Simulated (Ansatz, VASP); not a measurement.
**Zn in VASP and in Ansatz**

```xyz
2
Lattice="2.5513 0.0000 0.0000 -1.2757 2.2095 0.0000 0.0000 0.0000 4.8515" Properties=species:S:1:pos:R:3 pbc="T T T"
Zn    0.0000    1.4730    1.2129
Zn    1.2757    0.7365    3.6386
```

Alike in both runs: functional LDA; k mesh 18 × 18 × 10; occupations gaussian, width 0.1 eV; no spin polarisation.

Ansatz relaxed the structure, and its values are those at the end. VASP's run is a single point on that final structure, the one shown.

```csv
,VASP,Ansatz
version,VASP 6.6.1,Ansatz 0.2.0
potentials or method,"VASP PAW LDA potentials, release 64 (Zn), cutoff 500 eV","scalar-relativistic, plane waves, PAW"
valence electrons in the cell,24,24
```

VASP gave:

```
gap on the k mesh at the Fermi level (eV) : none
pressure (GPa)                            : 0.7
```

Q: What did Ansatz give for the same quantities?

A: gap on the k mesh at the Fermi level (eV): none; pressure (GPa): 0.0.

LDA's correlation is that of Perdew and Zunger in VASP and of Perdew and Wang (1992) in Ansatz. A gap of «none» marks a metal or a gap that the smearing closes.
